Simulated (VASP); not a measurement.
Runs of VASP 6.6.1 on SmGaTe3. The structure is that of space group Pm-3m (No. 221), or close to it. The cells are those of the table. The cell was generated, and may not be a known phase.

```tsv
task	cell	k mesh	gap on the mesh (eV)	pressure (GPa)	relaxed volume (Å³/atom)
relaxation of cell and atoms	relaxed from a = 5.366 Å, 5 atoms	8 × 8 × 8	none	0.0	31.03
single point	a = 5.136 Å, 5 atoms	4 × 4 × 4	none	8.4	-
single point	a = 5.373 Å, 5 atoms	8 × 8 × 8	none	0.0	-
single point	a = 5.366 Å, 5 atoms	4 × 4 × 4	none	-0.1	-
relaxation of cell and atoms	relaxed from a = 5.136 Å, 5 atoms	4 × 4 × 4	none	0.0	(a)
```

Alike in all rows: level PBE; potentials or basis VASP PAW PBE potentials, release 64 (Sm_3, Ga_d, Te), 4f in core; no spin polarisation; cutoff (eV) 500; smearing gaussian 0.1 eV.

Task: Fill in the values left out.

Result: (a) 30.82.

Caveats: spin-orbit coupling is left out, which moves the levels of the heavy elements; the 4f electrons are frozen in the core, so they carry no moment and show no levels; the cell stands under pressure (at least some runs).

A k mesh can miss the band edges, and the runs leave out spin-orbit coupling on Ga, Sm, Te.

A gap of «none» marks levels without a gap at the run's occupations.
